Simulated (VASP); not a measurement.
# TiO2 (P4_2/mnm) in VASP: notebook

The runs below take TiO2 through single point, with PBE, r2SCAN.

Program: VASP 6.6.1. These are calculated values, not measurements. Logs are shortened: lines on timing, memory, paths and dates and some standing lists are left out, and cuts for length are marked.

## (1) The cell of the first run

The structure is tetragonal, space group P4_2/mnm (No. 136). The conventional cell has a = 4.643 Å, b = 4.643 Å, c = 2.964 Å, α = 90.00°, β = 90.00°, γ = 90.00°. Within 2.6 Å of Ti (site symmetry mmm) lie 6 O at 1.96 to 2.00 Å. O (site symmetry m2m) has 3 Ti at 1.96 to 2.00 Å and 1 O at 2.56 Å within 2.6 Å.

## (2) Single point, PBE

File INCAR:

```
  ALGO = Normal
  EDIFF = 1E-6
  ENCUT = 520
  GGA = PE
  ISIF = 2
  ISMEAR = 0
  LASPH = T
  LCHARG = T
  LELF = T
  LREAL = F
  LVHAR = T
  LWAVE = F
  NBANDS = 33
  NELM = 80
  PREC = Accurate
  SIGMA = 0.01
```

File KPOINTS:

```
k-points
0
Gamma
  4 4 8
```

File POSCAR:

```
TiO2
1.0
    4.6433015435      0.0000000000      0.0000000000
    0.0000000000      4.6433015435      0.0000000000
    0.0000000000      0.0000000000      2.9640763131
Ti O
2 4
Direct
    0.0000000000      0.0000000000      0.0000000000
    0.5000000000      0.5000000000      0.5000000000
    0.3051320931      0.3051320931      0.0000000000
    0.1948679069      0.8051320931      0.5000000000
    0.8051320931      0.1948679069      0.5000000000
    0.6948679069      0.6948679069      0.0000000000
```

Potentials or basis: VASP PAW PBE potentials, release 64 (Ti_sv, O).

Command:

```sh
> cat potpaw_PBE.64/Ti_sv/POTCAR potpaw_PBE.64/O/POTCAR > POTCAR
> mpirun -np 1 vasp_std > vasp.out
```

OUTCAR:

```text
EDIFF = 1E-6
   ENCUT = 520
   GGA = PE
   ISIF = 2
   ISMEAR = 0
   LASPH = T
   LREAL = F
   NELM = 80
   PREC = Accurate

 ion  position               nearest neighbor table
   1  0.000  0.000  0.000-   4 1.96   5 1.96   4 1.96   5 1.96   3 2.00   6 2.00
   2  0.500  0.500  0.500-   3 1.96   6 1.96   3 1.96   6 1.96   5 2.00   4 2.00
   3  0.305  0.305  0.000-   2 1.96   2 1.96   1 2.00
   4  0.195  0.805  0.500-   1 1.96   1 1.96   2 2.00
   5  0.805  0.195  0.500-   1 1.96   1 1.96   2 2.00
   6  0.695  0.695  0.000-   2 1.96   2 1.96   1 2.00

  LATTYP: Found a simple tetragonal cell.
 ALAT       =     4.6433015435
 C/A-ratio  =     0.6383553352

  Lattice vectors:

 A1 = (   4.6433015435,   0.0000000000,   0.0000000000)
 A2 = (   0.0000000000,   4.6433015435,   0.0000000000)
 A3 = (   0.0000000000,   0.0000000000,   2.9640763131)

Analysis of symmetry for initial positions (statically):
=====================================================================
 Subroutine PRICEL returns:
 Original cell was already a primitive cell.

 Routine SETGRP: Setting up the symmetry group for a
 simple tetragonal supercell.

 Subroutine GETGRP returns: Found 16 space group operations
 (whereof  8 operations were pure point group operations)
 out of a pool of 16 trial point group operations.

The static configuration has the point symmetry D_2h.
 The point group associated with its full space group is D_4h.

Analysis of symmetry for dynamics (positions and initial velocities):
=====================================================================
 Subroutine PRICEL returns:
 Original cell was already a primitive cell.

 Routine SETGRP: Setting up the symmetry group for a
 simple tetragonal supercell.

 Subroutine GETGRP returns: Found 16 space group operations
 (whereof  8 operations were pure point group operations)
 out of a pool of 16 trial point group operations.

The dynamic configuration has the point symmetry D_2h.
 The point group associated with its full space group is D_4h.

 Subroutine INISYM returns: Found 16 space group operations
 (whereof  8 operations are pure point group operations),
 and found     1 'primitive' translations

----------------------------------------------------------------------------------------

                                     Primitive cell

  volume of cell :      63.9062

  direct lattice vectors                    reciprocal lattice vectors
     4.643301543  0.000000000  0.000000000     0.215364001  0.000000000  0.000000000
     0.000000000  4.643301543  0.000000000     0.000000000  0.215364001  0.000000000
     0.000000000  0.000000000  2.964076313     0.000000000  0.000000000  0.337373230

  length of vectors
     4.643301543  4.643301543  2.964076313     0.215364001  0.215364001  0.337373230

  position of ions in fractional coordinates (direct lattice)
     0.000000000  0.000000000  0.000000000
     0.500000000  0.500000000  0.500000000
     0.305132093  0.305132093  0.000000000
     0.194867907  0.805132093  0.500000000
     0.805132093  0.194867907  0.500000000
     0.694867907  0.694867907  0.000000000

  ion indices of the primitive-cell ions
   primitive index   ion index
                 1           1
                 2           2
                 3           3
                 4           4
                 5           5
                 6           6

----------------------------------------------------------------------------------------

 KPOINTS: k-points

Automatic generation of k-mesh.
 Grid dimensions read from file:
 generate k-points for:    4    4    8

 Generating k-lattice:

  Cartesian coordinates                     Fractional coordinates (reciprocal lattice)
     0.053841000  0.000000000  0.000000000     0.250000000  0.000000000  0.000000000
     0.000000000  0.053841000  0.000000000     0.000000000  0.250000000  0.000000000
     0.000000000  0.000000000  0.042171654     0.000000000  0.000000000  0.125000000

  Length of vectors
     0.053841000  0.053841000  0.042171654

  Shift w.r.t. Gamma in fractional coordinates (k-lattice)
     0.000000000  0.000000000  0.000000000

 Subroutine IBZKPT returns following result:
 ===========================================

 Found     30 irreducible k-points:

 Following reciprocal coordinates:
            Coordinates               Weight
  0.000000  0.000000  0.000000      1.000000
  0.250000  0.000000  0.000000      4.000000
  0.500000  0.000000  0.000000      2.000000
  0.250000  0.250000  0.000000      4.000000
  0.500000  0.250000  0.000000      4.000000
  0.500000  0.500000  0.000000      1.000000
[... 16 lines left out ...]
  0.500000  0.250000  0.375000      8.000000
  0.500000  0.500000  0.375000      2.000000
 [... further k-points ...]
   k-points           NKPTS =     30   k-points in BZ     NKDIM =     30   number of bands    NBANDS=     33
   number of dos      NEDOS =    301   number of ions     NIONS =      6
   total plane-waves  NPLWV =  31104
   dimension x,y,z NGX =    36 NGY =   36 NGZ =   24
   dimension x,y,z NGXF=    72 NGYF=   72 NGZF=   48
   ions per type =               2   4
   NGX,Y,Z   is equivalent  to a cutoff of  12.89, 12.89, 13.46 a.u.
   NGXF,Y,Z  is equivalent  to a cutoff of  25.78, 25.78, 26.92 a.u.
 SYSTEM =  unknown system
   PREC   = accura    normal or accurate (medium, high low for compatibility)
   ISTART =      0    job   : 0-new  1-cont  2-samecut
   ICHARG =      2    charge: 1-file 2-atom 10-const
   ISPIN  =      1    spin polarized calculation?
   LNONCOLLINEAR =      F non collinear calculations
   LSORBIT =      F    spin-orbit coupling
   LASPH  =      T    aspherical Exc in radial PAW
   ENCUT  =  520.0 eV  38.22 Ry    6.18 a.u.   8.63  8.63  5.51*2*pi/ulx,y,z
   NELM   =     80;   NELMIN=  2; NELMDL= -5     # of ELM steps
   EDIFF  = 0.1E-05   stopping-criterion for ELM
   LREAL  =      F    real-space projection
   EDIFFG = 0.1E-04   stopping-criterion for IOM
   NSW    =      0    number of steps for IOM
   IBRION =     -1    ionic relax: 0-MD 1-quasi-New 2-CG
   NFREE  =      0    steps in history (QN), initial steepest desc. (CG)
   ISIF   =      2    stress and relaxation
   ISYM   =      2    0-nonsym 1-usesym 2-fastsym
   POTIM  = 0.5000    time-step for ionic-motion
   TEBEG  =    0.0;   TEEND  =   0.0 temperature during run
   PSTRESS=    0.0 pullay stress
   NELECT =      48.0000    total number of electrons
   NUPDOWN=      -1.0000    fix difference up-down
   EMIN   =  10.00;   EMAX   =-10.00  energy-range for DOS
   EFERMI =   0.00;   METHOD = LEGACY
   ISMEAR =     0;   SIGMA  =   0.01  broadening in eV -4-tet -1-fermi 0-gaus
   EFERMI_NEDOS =   21; number of points for ismear=-14 and -15
   IALGO  =     38    algorithm
   IMIX   =      4    mixing-type and parameters
     AMIX     =   0.40;   BMIX     =  1.00
     AMIX_MAG =   1.60;   BMIX_MAG =  1.00
  volume/ion in A,a.u.               =      10.65        71.88
  Fermi-wavevector in a.u.,A,eV,Ry     =   1.488130  2.812158 30.130520  2.214531
  Thomas-Fermi vector in A             =   2.601203
   LORBIT       =      0    0 simple, 1 ext, 2 COOP (PROOUT), +10 PAW based schemes
   GGA     = PE    functional components
   LHFCALC =     F    Hartree Fock is set to
   AEXX    =    0.0000 exact exchange contribution
   IVDW    =     0    specifies the selected vdW correction
   LEPSILON=     F    determine dielectric tensor
   LRPA    =     F    only Hartree local field effects (RPA)
 non-spin polarized calculation
 Gauss-broadening in eV      SIGMA  =   0.01
  energy-cutoff  :      520.00
  volume of cell :       63.91
 maximum number of plane-waves:      1740
 NGX is ok and might be reduce to    36
   NGX = 17   NGY = 17   NGZ = 11

 number of electron      48.0000021 magnetization

 Free energy of the ion-electron system (eV)
  ---------------------------------------------------
  ext. energy  EPLUGINS =         0.00000000
  ---------------------------------------------------
  free energy    TOTEN  =       -53.67581492 eV

  energy without entropy =      -53.67581492  energy(sigma->0) =      -53.67581492

 E-fermi :   4.6961     XC(G=0): -11.2842

 val. band max:        4.5763309148   @ k =   0.0000   0.0000   0.0000
 cond. band min:       6.4120007743   @ k =   0.0000   0.0000   0.0000
 fundamental gap:      1.8356698595
 Fermi energy:         4.6960993189

 k-point     1 :       0.0000    0.0000    0.0000
  band No.  band energies     occupation
      1     -52.3822      2.00000
      2     -52.3674      2.00000
      3     -28.6691      2.00000
      4     -28.6691      2.00000
      5     -28.5192      2.00000
      6     -28.5192      2.00000
[... 25 lines left out ...]
     32      11.0473      0.00000
     33      11.0479      0.00000

 k-point     2 :       0.2500    0.0000    0.0000
  band No.  band energies     occupation
      1     -52.3800      2.00000
      2     -52.3696      2.00000
      3     -28.6523      2.00000
      4     -28.6510      2.00000
      5     -28.5390      2.00000
      6     -28.5377      2.00000
[... 25 lines left out ...]
     32      10.8753      0.00000
     33      10.9056      0.00000

 k-point     3 :       0.5000    0.0000    0.0000
  band No.  band energies     occupation
      1     -52.3748      2.00000
      2     -52.3748      2.00000
      3     -28.6241      2.00000
      4     -28.6241      2.00000
      5     -28.5676      2.00000
      6     -28.5676      2.00000
[... 25 lines left out ...]
     32      10.4545      0.00000
     33      10.7199      0.00000

 k-point     4 :       0.2500    0.2500    0.0000
  band No.  band energies     occupation
      1     -52.3785      2.00000
      2     -52.3711      2.00000
      3     -28.6744      2.00000
      4     -28.6245      2.00000
      5     -28.5672      2.00000
      6     -28.5159      2.00000
[... 25 lines left out ...]
     32      10.7184      0.00000
     33      11.0480      0.00000

 k-point     5 :       0.5000    0.2500    0.0000
  band No.  band energies     occupation
      1     -52.3748      2.00000
      2     -52.3748      2.00000
      3     -28.6583      2.00000
      4     -28.6583      2.00000
      5     -28.5336      2.00000
      6     -28.5336      2.00000
[... 604 lines left out ...]
 k-point    22 :       0.2500    0.2500    0.3750
  band No.  band energies     occupation
      1     -52.3432      2.00000
      2     -52.3403      2.00000
      3     -28.8390      2.00000
      4     -28.8300      2.00000
      5     -28.5668      2.00000
      6     -28.5366      2.00000
[... 25 lines left out ...]
     32      10.2555      0.00000
     33      10.4430      0.00000

 k-point    23 :       0.5000    0.2500    0.3750
  band No.  band energies     occupation
      1     -52.3417      2.00000
      2     -52.3417      2.00000
      3     -28.8345      2.00000
      4     -28.8345      2.00000
      5     -28.5573      2.00000
      6     -28.5573      2.00000
[... 25 lines left out ...]
     32       9.6881      0.00000
     33      11.0649      0.00000

 k-point    24 :       0.5000    0.5000    0.3750
  band No.  band energies     occupation
      1     -52.3417      2.00000
      2     -52.3417      2.00000
      3     -28.8292      2.00000
      4     -28.8292      2.00000
      5     -28.5694      2.00000
      6     -28.5694      2.00000
[... 25 lines left out ...]
     32      10.3434      0.00000
     33      10.4310      0.00000

 [... further k-points ...]

------------------------ aborting loop because EDIFF is reached ----------------------------------------

  FORCE on cell =-STRESS in cart. coord.  units (eV):
  Direction    XX          YY          ZZ          XY          YZ          ZX
  --------------------------------------------------------------------------------------
  -------------------------------------------------------------------------------------
  Total        0.2016391      0.2016391      0.3268353      0.0000000      0.0000000      0.0000000
  in kB        5.0552448      5.0552448      8.1940080      0.0000000      0.0000000      0.0000000
  external PRESSURE =       6.1014992 kB  Pullay stress =       0.0000000 kB

 VOLUME and BASIS-vectors are now :
 -----------------------------------------------------------------------------
  energy-cutoff  :      520.00
  volume of cell :       63.91
      direct lattice vectors                 reciprocal lattice vectors
     4.643301543  0.000000000  0.000000000     0.215364001  0.000000000  0.000000000
     0.000000000  4.643301543  0.000000000     0.000000000  0.215364001  0.000000000
     0.000000000  0.000000000  2.964076313     0.000000000  0.000000000  0.337373230

 POSITION                                       TOTAL-FORCE (eV/Angst)
 -----------------------------------------------------------------------------------
      0.00000      0.00000      0.00000         0.000000     -0.000000      0.000000
      2.32165      2.32165      1.48204         0.000000     -0.000000      0.000000
      1.41682      1.41682      0.00000        -0.020281     -0.020281      0.000000
      0.90483      3.73847      1.48204         0.020281     -0.020281      0.000000
      3.73847      0.90483      1.48204        -0.020281      0.020281      0.000000
      3.22648      3.22648      0.00000         0.020281      0.020281      0.000000
 -----------------------------------------------------------------------------------
    total drift:                                0.000000      0.000000     -0.000000

  FREE ENERGIE OF THE ION-ELECTRON SYSTEM (eV)
  ---------------------------------------------------
  free  energy   TOTEN  =       -53.6758149215 eV

  energy  without entropy=      -53.6758149215  energy(sigma->0) =      -53.67581492
```

Wall time 1.8 min (1 thread of AMD EPYC 7R13, shared host); peak memory 0.17 GiB.

Results:

```yaml
Free_energy: -53.6758 eV
Pressure: 0.6 GPa
Largest_force: 0.029 eV/Å
Band_gap_on_the_k_mesh: 1.84 eV
```

Forces on the atoms (eV/Å):
```
Ti   0.000  0.000  0.000
Ti   0.000  0.000  0.000
O   -0.020 -0.020  0.000
O    0.020 -0.020  0.000
O   -0.020  0.020  0.000
O    0.020  0.020  0.000
```

Caveat: the structure was generated, so it needn't be the stable form of TiO2.

(Continued in part 2 of 2.)
